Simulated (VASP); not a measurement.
The system is SnTe (rocksalt type).

```xyz
2
Lattice="0.0000 2.8916 2.8916 2.8916 0.0000 2.8916 2.8916 2.8916 0.0000" Properties=species:S:1:pos:R:3 pbc="T T T"
Sn    0.0000    0.0000    0.0000
Te    2.8916    2.8916    2.8916
```

```yaml
Program: VASP 6.6.1
Task: relaxation of cell and atoms
Functional: PBE
Potentials_or_basis: VASP PAW PBE potentials, release 64 (Sn_d, Te)
Cutoff: 600 eV
k_mesh: 12 × 12 × 12
Occupations: fermi-dirac, width 0.08 eV
Spin: no spin polarisation
```

At the start: pressure 24.5 GPa; volume 24.18 Å³/atom.

Q: How do energy, volume and symmetry change on relaxing?

A: Over 5 steps the energy falls by 505.9 meV/atom and the volume is 32.89 Å³/atom (+36.0 %); space group Fm-3m (No. 225, to 0.1 Å) before and after.

The path:
```csv
step,energy change (eV),largest force (eV/Å),pressure (GPa),volume (Å³)
1,0.0000,0.0000,24.46,48.36
2,-0.7696,0.0000,-4.96,79.06
3,-1.0117,0.0000,0.13,65.59
4,-1.0117,0.0000,-0.11,65.97
5,-1.0117,0.0000,0.01,65.78
```

Final structure:
```yaml
crystal:
  lattice:
    - [0.00000, 3.20394, 3.20394]
    - [3.20394, 0.00000, 3.20394]
    - [3.20394, 3.20394, 0.00000]
  atoms:
    - { symbol: Sn, position: [0.00000, 0.00000, 0.00000] }
    - { symbol: Te, position: [0.50000, 0.50000, 0.50000] }
```

Caveat: the volume moved by over 15 % at a fixed basis, so the end points are rough.
